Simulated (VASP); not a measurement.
# Hf2AlN3 (P3m1) in VASP: a series of runs

The runs below take Hf2AlN3 through single point, relaxation of cell and atoms, with PBE.

All numbers are computed with VASP 6.6.1; they aren't measurements. Logs are shortened: lines on timing, memory, paths and dates and some standing lists are left out, and cuts for length are marked.

## Step 1: The cell of the first run

The structure is trigonal, space group P3m1 (No. 156). Conventional cell: a = 3.363 Å, b = 3.363 Å, c = 8.307 Å, α = 90.00°, β = 90.00°, γ = 120.00°. Within 2.8 Å of Hf (site symmetry 3m) lie 4 N at 2.10 to 2.16 Å. Hf (site symmetry 3m) has 4 N at 2.10 to 2.12 Å within 2.8 Å. Within 2.6 Å of Al (site symmetry 3m) lie 4 N at 1.94 to 2.00 Å. Within 2.6 Å of N (site symmetry 3m) lie 3 Al at 2.00 Å and 1 Hf at 2.16 Å. N (site symmetry 3m) has 1 Al at 1.94 Å and 3 Hf at 2.12 Å within 2.6 Å. N (site symmetry 3m) has 4 Hf at 2.10 Å within 2.8 Å.

## Step 2: Single point, PBE

INCAR

```
SYSTEM = Hf2AlN3
PREC = Accurate ; ENCUT = 520
EDIFF = 1E-6 ; ISMEAR = 0
SIGMA = 0.1 ; LREAL = .False.
LASPH = .True. ; NELM = 80
ALGO = Normal ; ISIF = 2
LWAVE = .False. ; LCHARG = .False.
GGA = PE ; NBANDS = 28
```

KPOINTS

```
regular mesh
0
Gamma
  6 6 2
  0 0 0
```

POSCAR

```
Hf2AlN3
1.0
    3.3626174374      0.0000000028      0.0000000000
   -1.6813087211      2.9121121226      0.0000000000
    0.0000000000      0.0000000000      8.3074804278
Hf Al N
2 1 3
Direct
    0.0000000000      0.0000000000     -0.0121413312
    0.3333333333      0.6666666667      0.3376280016
    0.6666666667      0.3333333333      0.6727327257
    0.0000000000      0.0000000000      0.7281497678
    0.6666666667      0.3333333333      0.4389455950
    0.3333333333      0.6666666667      0.0846852412
```

Potentials or basis: VASP PAW PBE potentials, release 64 (Hf_pv, Al, N).

Launch:

```
$ cat potpaw_PBE.64/Hf_pv/POTCAR potpaw_PBE.64/Al/POTCAR potpaw_PBE.64/N/POTCAR > POTCAR
$ mpirun -np 1 vasp_std > vasp.out
```

OUTCAR:

```text
SYSTEM = Hf2AlN3
   PREC = Accurate
   ENCUT = 520
   EDIFF = 1E-6
   ISMEAR = 0
   LREAL = .False.
   LASPH = .True.
   NELM = 80
   ISIF = 2
   GGA = PE

 ion  position               nearest neighbor table
   1  0.000  0.000  0.988-   6 2.10   6 2.10   6 2.10   4 2.16   3 3.26   3 3.26   3 3.26   2 3.49
                             2 3.49   2 3.49
   2  0.333  0.667  0.338-   6 2.10   5 2.12   5 2.12   5 2.12   3 3.39   3 3.39   3 3.39   1 3.49
                             1 3.49   1 3.49
   3  0.667  0.333  0.673-   5 1.94   4 2.00   4 2.00   4 2.00   1 3.26   1 3.26   1 3.26   2 3.39
                             2 3.39   2 3.39
   4  0.000  0.000  0.728-   3 2.00   3 2.00   3 2.00   1 2.16
   5  0.667  0.333  0.439-   3 1.94   2 2.12   2 2.12   2 2.12
   6  0.333  0.667  0.085-   2 2.10   1 2.10   1 2.10   1 2.10

  LATTYP: Found a hexagonal cell.
 ALAT       =     3.3626174374
 C/A-ratio  =     2.4705398644

  Lattice vectors:

 A1 = (   3.3626174374,   0.0000000028,   0.0000000000)
 A2 = (  -1.6813087211,   2.9121121226,   0.0000000000)
 A3 = (   0.0000000000,   0.0000000000,   8.3074804278)

Analysis of symmetry for initial positions (statically):
=====================================================================
 Subroutine PRICEL returns:
 Original cell was already a primitive cell.

 Routine SETGRP: Setting up the symmetry group for a
 hexagonal supercell.

 Subroutine GETGRP returns: Found  6 space group operations
 (whereof  6 operations were pure point group operations)
 out of a pool of 24 trial point group operations.

The static configuration has the point symmetry C_3v.

Analysis of symmetry for dynamics (positions and initial velocities):
=====================================================================
 Subroutine PRICEL returns:
 Original cell was already a primitive cell.

 Routine SETGRP: Setting up the symmetry group for a
 hexagonal supercell.

 Subroutine GETGRP returns: Found  6 space group operations
 (whereof  6 operations were pure point group operations)
 out of a pool of 24 trial point group operations.

The dynamic configuration has the point symmetry C_3v.

 Subroutine INISYM returns: Found  6 space group operations
 (whereof  6 operations are pure point group operations),
 and found     1 'primitive' translations

----------------------------------------------------------------------------------------

                                     Primitive cell

  volume of cell :      81.3495

  direct lattice vectors                    reciprocal lattice vectors
     3.362617437  0.000000003  0.000000000     0.297387383  0.171696686  0.000000000
    -1.681308721  2.912112123  0.000000000    -0.000000000  0.343393371  0.000000000
     0.000000000  0.000000000  8.307480428     0.000000000  0.000000000  0.120373440

  length of vectors
     3.362617437  3.362617437  8.307480428     0.343393371  0.343393371  0.120373440

  position of ions in fractional coordinates (direct lattice)
     0.000000000  0.000000000  0.987858669
     0.333333333  0.666666667  0.337628002
     0.666666667  0.333333333  0.672732726
     0.000000000  0.000000000  0.728149768
     0.666666667  0.333333333  0.438945595
     0.333333333  0.666666667  0.084685241

  ion indices of the primitive-cell ions
   primitive index   ion index
                 1           1
                 2           2
                 3           3
                 4           4
                 5           5
                 6           6

----------------------------------------------------------------------------------------

 KPOINTS: regular mesh

Automatic generation of k-mesh.
 Grid dimensions read from file:
 generate k-points for:    6    6    2

 Generating k-lattice:

  Cartesian coordinates                     Fractional coordinates (reciprocal lattice)
     0.049564564  0.028616114  0.000000000     0.166666667  0.000000000  0.000000000
    -0.000000000  0.057232229  0.000000000     0.000000000  0.166666667  0.000000000
     0.000000000  0.000000000  0.060186720     0.000000000  0.000000000  0.500000000

  Length of vectors
     0.057232229  0.057232229  0.060186720

  Shift w.r.t. Gamma in fractional coordinates (k-lattice)
     0.000000000  0.000000000  0.000000000

 Subroutine IBZKPT returns following result:
 ===========================================

 Found     14 irreducible k-points:

 Following reciprocal coordinates:
            Coordinates               Weight
  0.000000  0.000000  0.000000      1.000000
  0.166667  0.000000  0.000000      6.000000
  0.333333  0.000000  0.000000      6.000000
  0.500000  0.000000  0.000000      3.000000
  0.166667  0.166667  0.000000      6.000000
  0.333333  0.166667  0.000000     12.000000
  0.333333  0.333333  0.000000      2.000000
  0.000000  0.000000  0.500000      1.000000
  0.166667  0.000000  0.500000      6.000000
  0.333333  0.000000  0.500000      6.000000
  0.500000  0.000000  0.500000      3.000000
  0.166667  0.166667  0.500000      6.000000
  0.333333  0.166667  0.500000     12.000000
  0.333333  0.333333  0.500000      2.000000
   k-points           NKPTS =     14   k-points in BZ     NKDIM =     14   number of bands    NBANDS=     28
   number of dos      NEDOS =    301   number of ions     NIONS =      6
   total plane-waves  NPLWV =  50176
   dimension x,y,z NGX =    28 NGY =   28 NGZ =   64
   dimension x,y,z NGXF=    56 NGYF=   56 NGZF=  128
   ions per type =               2   1   3
   NGX,Y,Z   is equivalent  to a cutoff of  13.84, 13.84, 12.81 a.u.
   NGXF,Y,Z  is equivalent  to a cutoff of  27.69, 27.69, 25.61 a.u.
 SYSTEM =  Hf2AlN3
   PREC   = accura    normal or accurate (medium, high low for compatibility)
   ISTART =      0    job   : 0-new  1-cont  2-samecut
   ICHARG =      2    charge: 1-file 2-atom 10-const
   ISPIN  =      1    spin polarized calculation?
   LNONCOLLINEAR =      F non collinear calculations
   LSORBIT =      F    spin-orbit coupling
   LASPH  =      T    aspherical Exc in radial PAW
   ENCUT  =  520.0 eV  38.22 Ry    6.18 a.u.   6.25  6.25 15.45*2*pi/ulx,y,z
   NELM   =     80;   NELMIN=  2; NELMDL= -5     # of ELM steps
   EDIFF  = 0.1E-05   stopping-criterion for ELM
   LREAL  =      F    real-space projection
   EDIFFG = 0.1E-04   stopping-criterion for IOM
   NSW    =      0    number of steps for IOM
   IBRION =     -1    ionic relax: 0-MD 1-quasi-New 2-CG
   NFREE  =      0    steps in history (QN), initial steepest desc. (CG)
   ISIF   =      2    stress and relaxation
   ISYM   =      2    0-nonsym 1-usesym 2-fastsym
   POTIM  = 0.5000    time-step for ionic-motion
   TEBEG  =    0.0;   TEEND  =   0.0 temperature during run
   PSTRESS=    0.0 pullay stress
   NELECT =      38.0000    total number of electrons
   NUPDOWN=      -1.0000    fix difference up-down
   EMIN   =  10.00;   EMAX   =-10.00  energy-range for DOS
   EFERMI =   0.00;   METHOD = LEGACY
   ISMEAR =     0;   SIGMA  =   0.10  broadening in eV -4-tet -1-fermi 0-gaus
   EFERMI_NEDOS =   21; number of points for ismear=-14 and -15
   IALGO  =     38    algorithm
   IMIX   =      4    mixing-type and parameters
     AMIX     =   0.40;   BMIX     =  1.00
     AMIX_MAG =   1.60;   BMIX_MAG =  1.00
  volume/ion in A,a.u.               =      13.56        91.50
  Fermi-wavevector in a.u.,A,eV,Ry     =   1.270236  2.400398 21.952992  1.613499
  Thomas-Fermi vector in A             =   2.403234
   LORBIT       =      0    0 simple, 1 ext, 2 COOP (PROOUT), +10 PAW based schemes
   GGA     = PE    functional components
   LHFCALC =     F    Hartree Fock is set to
   AEXX    =    0.0000 exact exchange contribution
   IVDW    =     0    specifies the selected vdW correction
   LEPSILON=     F    determine dielectric tensor
   LRPA    =     F    only Hartree local field effects (RPA)
 non-spin polarized calculation
 Gauss-broadening in eV      SIGMA  =   0.10
  energy-cutoff  :      520.00
  volume of cell :       81.35
 maximum number of plane-waves:      2215
 NGX is ok and might be reduce to    28
   NGX = 13   NGY = 13   NGZ = 31

 number of electron      38.0000000 magnetization

 Free energy of the ion-electron system (eV)
  ---------------------------------------------------
  ext. energy  EPLUGINS =         0.00000000
  ---------------------------------------------------
  free energy    TOTEN  =       -56.39890310 eV

  energy without entropy =      -56.38609451  energy(sigma->0) =      -56.39249880

 E-fermi :   6.5561     XC(G=0): -11.0742

 val. band max:        6.5089981794   @ k =   0.0000   0.0000   0.5000
 cond. band min:       6.5918629593   @ k =   0.3333   0.1667   0.5000
 fundamental gap:      0.0828647800
 Fermi energy:         6.5561358363

 k-point     1 :       0.0000    0.0000    0.0000
  band No.  band energies     occupation
      1     -25.0609      2.00000
      2     -24.7135      2.00000
      3     -24.6634      2.00000
      4     -24.6634      2.00000
      5     -24.5279      2.00000
      6     -24.5279      2.00000
[... 20 lines left out ...]
     27      11.9422      0.00000
     28      11.9433      0.00000

 k-point     2 :       0.1667    0.0000    0.0000
  band No.  band energies     occupation
      1     -25.0405      2.00000
      2     -24.7933      2.00000
      3     -24.6958      2.00000
      4     -24.6896      2.00000
      5     -24.6454      2.00000
      6     -24.5541      2.00000
[... 20 lines left out ...]
     27      12.1586      0.00000
     28      12.2274      0.00000

 k-point     3 :       0.3333    0.0000    0.0000
  band No.  band energies     occupation
      1     -25.0404      2.00000
      2     -25.0087      2.00000
      3     -24.8430      2.00000
      4     -24.7416      2.00000
      5     -24.6817      2.00000
      6     -24.6059      2.00000
[... 306 lines left out ...]
      3     -24.8640      2.00000
      4     -24.8254      2.00000
      5     -24.6914      2.00000
      6     -24.6724      2.00000
[... 20 lines left out ...]
     27      11.9733      0.00000
     28      12.3427      0.00000

 k-point    14 :       0.3333    0.3333    0.5000
  band No.  band energies     occupation
      1     -25.0387      2.00000
      2     -25.0177      2.00000
      3     -24.9404      2.00000
      4     -24.8283      2.00000
      5     -24.8053      2.00000
      6     -24.6688      2.00000
[... 20 lines left out ...]
     27      12.6397      0.00000
     28      12.8311      0.00000

------------------------ aborting loop because EDIFF is reached ----------------------------------------

  FORCE on cell =-STRESS in cart. coord.  units (eV):
  Direction    XX          YY          ZZ          XY          YZ          ZX
  --------------------------------------------------------------------------------------
  -------------------------------------------------------------------------------------
  Total       -0.4791659     -0.4791659     -0.5044874     -0.0000000      0.0000000      0.0000000
  in kB       -9.4371658     -9.4371658     -9.9358735     -0.0000000      0.0000000      0.0000000
  external PRESSURE =      -9.6034017 kB  Pullay stress =       0.0000000 kB

 VOLUME and BASIS-vectors are now :
 -----------------------------------------------------------------------------
  energy-cutoff  :      520.00
  volume of cell :       81.35
      direct lattice vectors                 reciprocal lattice vectors
     3.362617437  0.000000003  0.000000000     0.297387383  0.171696686  0.000000000
    -1.681308721  2.912112123  0.000000000    -0.000000000  0.343393371  0.000000000
     0.000000000  0.000000000  8.307480428     0.000000000  0.000000000  0.120373440

 POSITION                                       TOTAL-FORCE (eV/Angst)
 -----------------------------------------------------------------------------------
      0.00000      0.00000      8.20662         0.000000     -0.000000     -0.005856
     -0.00000      1.94141      2.80484         0.000000      0.000000      0.013030
      1.68131      0.97070      5.58871         0.000000     -0.000000      0.000341
      0.00000      0.00000      6.04909         0.000000     -0.000000      0.050108
      1.68131      0.97070      3.64653        -0.000000      0.000000     -0.067002
     -0.00000      1.94141      0.70352        -0.000000      0.000000      0.009379
 -----------------------------------------------------------------------------------
    total drift:                               -0.000000     -0.000000     -0.000226

  FREE ENERGIE OF THE ION-ELECTRON SYSTEM (eV)
  ---------------------------------------------------
  free  energy   TOTEN  =       -56.3989031015 eV

  energy  without entropy=      -56.3860945076  energy(sigma->0) =      -56.39249880
```

Run time: 19 s. Hardware: 1 thread of Intel Xeon 6975P-C (Granite Rapids), shared host; peak memory 0.22 GiB.

Results:

```
Free energy            : -56.3989 eV
Pressure               : -1.0 GPa
Largest force          : 0.067 eV/Å
Band gap on the k mesh : zero (bands 19 and 20 overlap by 0.97 eV)
```

Forces in eV/Å, atoms in the order of the input:
```
Hf   0.000  0.000 -0.006
Hf   0.000  0.000  0.013
Al   0.000  0.000  0.000
N    0.000  0.000  0.050
N    0.000  0.000 -0.067
N    0.000  0.000  0.009
```

Caveat: the k points lie up to 0.38 Å⁻¹ apart, too coarse for converged energies and pressures of a metal; spin-orbit coupling is left out, which moves the levels of the heavy elements.

## Step 3: Single point, PBE

This run uses another cell than the first one, of 14.29 Å³/atom.

INCAR

```
SYSTEM = Hf2AlN3
PREC     = Accurate       ! precision mode
ENCUT    = 520            ! plane-wave cutoff, eV
EDIFF    = 1E-6           ! SCF threshold, eV
ISMEAR   = 0              ! smearing method
SIGMA    = 0.1            ! smearing width, eV
LREAL    = .False.        ! projectors in reciprocal space
LASPH    = .True.         ! aspherical terms in the spheres
NELM     = 60             ! most SCF steps
ALGO     = Normal         ! electronic algorithm
ISIF     = 2              ! what is computed and relaxed
LWAVE    = .False.        ! write WAVECAR
LCHARG   = .True.         ! write CHGCAR
GGA      = PE             ! functional
LELF     = .True.         ! ELF
LVHAR    = .True.       
NBANDS   = 28             ! bands
```

KPOINTS

```
Automatic mesh
0
Gamma
  6 6 2
  0 0 0
```

POSCAR

```
Hf2AlN3
1.0
    3.4319845900      0.0000000000      0.0000000000
   -1.7159923000      2.9721858400      0.0000000000
    0.0000000000      0.0000000000      8.4066110500
Hf Al N
2 1 3
Direct
    0.0000000000      0.0000000000      0.0000000000
    0.3333333300      0.6666666700      0.3333333300
    0.6666666700      0.3333333300      0.6666666700
    0.0000000000      0.0000000000      0.7500000000
    0.6666666700      0.3333333300      0.4166666700
    0.3333333300      0.6666666700      0.0833333300
```

Potentials or basis: VASP PAW PBE potentials, release 64 (Hf_pv, Al, N).

Launch:

```
$ cat potpaw_PBE.64/Hf_pv/POTCAR potpaw_PBE.64/Al/POTCAR potpaw_PBE.64/N/POTCAR > POTCAR
$ mpirun -np 1 vasp_std > vasp.out
```

Run time: 17 s. Hardware: 1 thread of Intel Xeon 6975P-C (Granite Rapids), shared host; peak memory 0.22 GiB.

It converged, with:

| Property | Result |
| --- | --- |
| Free energy | -55.8743 eV |
| Pressure | -5.5 GPa |
| Largest force | 2.190 eV/Å |
| Band gap on the k mesh | zero (bands 19 and 20 overlap by 1.00 eV) |

Forces on the atoms (eV/Å):
```
Hf   0.000  0.000 -0.022
Hf   0.000  0.000 -0.367
Al   0.000  0.000  0.463
N    0.000  0.000 -2.190
N    0.000  0.000  2.099
N    0.000  0.000  0.016
```

Stress tensor (GPa, compression positive):
```
-5.78  0.00  0.00
 0.00 -5.78  0.00
 0.00  0.00 -4.91
```

Levels at points of the mesh, in eV from the Fermi level:
```
           k point  band 17  band 18  band 19  band 20  band 21  band 22
(0.00, 0.00, 0.00)    -3.55    -3.55    -1.12     1.13     1.98     1.98
(0.50, 0.00, 0.00)    -4.04    -4.01    -0.93     0.67     1.00     1.99
(0.00, 0.00, 0.50)    -3.55    -3.55    -0.28     0.47     1.98     1.98
(0.50, 0.00, 0.50)    -4.08    -3.74    -0.72    -0.23     1.68     1.84
```

Caveat: the k points lie up to 0.37 Å⁻¹ apart, too coarse for converged energies and pressures of a metal; spin-orbit coupling is left out, which moves the levels of the heavy elements; forces of over 1 eV/Å act on the atoms, so gaps and moduli don't describe the material at rest.

## Step 4: Relaxation of cell and atoms, PBE

This run uses another cell than the first one, of 14.29 Å³/atom.

INCAR

```
SYSTEM = Hf2AlN3
PREC     = Accurate       ! precision mode
ENCUT    = 600            ! plane-wave cutoff, eV
EDIFF    = 1E-6           ! SCF threshold, eV
ISMEAR   = 0              ! smearing method
SIGMA    = 0.1            ! smearing width, eV
LREAL    = .FALSE.        ! projectors in reciprocal space
LASPH    = .TRUE.         ! aspherical terms in the spheres
NELM     = 60             ! most SCF steps
ALGO     = Normal         ! electronic algorithm
ISIF     = 3              ! what is computed and relaxed
LWAVE    = .FALSE.        ! write WAVECAR
LCHARG   = .FALSE.        ! write CHGCAR
GGA      = PE             ! functional
IBRION   = 2              ! ionic algorithm
NSW      = 90             ! ionic steps
EDIFFG   = -0.04          ! ionic threshold
```

KPOINTS

```
Automatic mesh
0
G
  6 6 2
  0 0 0
```

POSCAR is that of step 3.

Launch:

```
$ cat potpaw_PBE.64/Hf_pv/POTCAR potpaw_PBE.64/Al/POTCAR potpaw_PBE.64/N/POTCAR > POTCAR
$ mpirun -np 1 vasp_std > vasp.out
```

Run time: 1.9 min. Hardware: 1 thread of Intel Xeon 6975P-C (Granite Rapids), shared host; peak memory 0.25 GiB.

It converged, with:

| Quantity | Value |
| --- | --- |
| Free energy | -56.4101 eV |
| Relaxed volume | 13.48 Å³/atom |
| Relaxed cell | a = 3.355 Å, b = 3.355 Å, c = 8.293 Å, α = 90.00°, β = 90.00°, γ = 120.00° |
| Space group after relaxing (to 0.1 Å) | P3m1 (No. 156) |
| Energy gained by relaxing | 88.5 meV/atom |
| Ionic steps | 12 |
| Pressure after relaxing | 0.1 GPa |
| Largest force after relaxing | 0.018 eV/Å |
| Band gap on the k mesh | zero (bands 19 and 20 overlap by 0.98 eV) |

Forces in eV/Å, atoms in the order of the input:
```
Hf   0.000  0.000 -0.006
Hf   0.000  0.000 -0.007
Al   0.000  0.000 -0.012
N    0.000  0.000 -0.009
N    0.000  0.000  0.016
N    0.000  0.000  0.018
```

Stress tensor (GPa, compression positive):
```
0.20 0.00 0.00
0.00 0.20 0.00
0.00 0.00 0.00
```

Step by step:
```csv
step,energy change (eV),largest force (eV/Å),pressure (GPa),volume (Å³)
1,0.0000,2.1903,-5.57,85.75
2,-0.3489,1.2869,5.41,79.74
3,-0.3491,1.2674,5.21,79.82
4,-0.4880,0.7614,-1.51,81.56
5,-0.4994,0.8702,-0.23,81.19
6,-0.5270,0.2646,-0.20,81.08
7,-0.5273,0.2469,-0.22,81.09
8,-0.5299,0.1369,0.19,80.87
9,-0.5301,0.1267,0.11,80.91
10,-0.5309,0.0533,-0.10,80.96
11,-0.5310,0.0557,-0.14,80.97
12,-0.5311,0.0176,0.14,80.85
```

Final structure:
```cif
data_structure
_symmetry_space_group_name_H-M 'P 1'
_symmetry_Int_Tables_number 1
_cell_length_a 3.3552
_cell_length_b 3.3552
_cell_length_c 8.2933
_cell_angle_alpha 90.000
_cell_angle_beta 90.000
_cell_angle_gamma 120.000
_cell_volume 80.85
loop_
_atom_site_label
_atom_site_type_symbol
_atom_site_fract_x
_atom_site_fract_y
_atom_site_fract_z
_atom_site_occupancy
Hf1 Hf 0.00000 0.00000 0.98786 1
Hf2 Hf 0.33333 0.66667 0.33762 1
Al1 Al 0.66667 0.33333 0.67283 1
N1 N 0.00000 0.00000 0.72832 1
N2 N 0.66667 0.33333 0.43862 1
N3 N 0.33333 0.66667 0.08476 1
```

Levels at points of the mesh, in eV from the Fermi level:
```csv
k point,band 17,band 18,band 19,band 20,band 21,band 22
"(0.00, 0.00, 0.00)",-3.63,-3.63,-0.78,1.23,2.03,2.03
"(0.50, 0.00, 0.00)",-3.87,-3.68,-0.90,0.51,1.29,2.12
"(0.00, 0.00, 0.50)",-3.64,-3.64,-0.03,0.78,2.06,2.06
"(0.50, 0.00, 0.50)",-3.63,-3.55,-0.68,-0.20,1.63,2.06
```

Caveat: the k points lie up to 0.38 Å⁻¹ apart in the final cell, too coarse for converged energies and pressures of a metal; spin-orbit coupling is left out, which moves the levels of the heavy elements.

(Part 1 of 2 ends here.)

The gap in the log of VASP goes by the Fermi energy; the results here count the filled bands.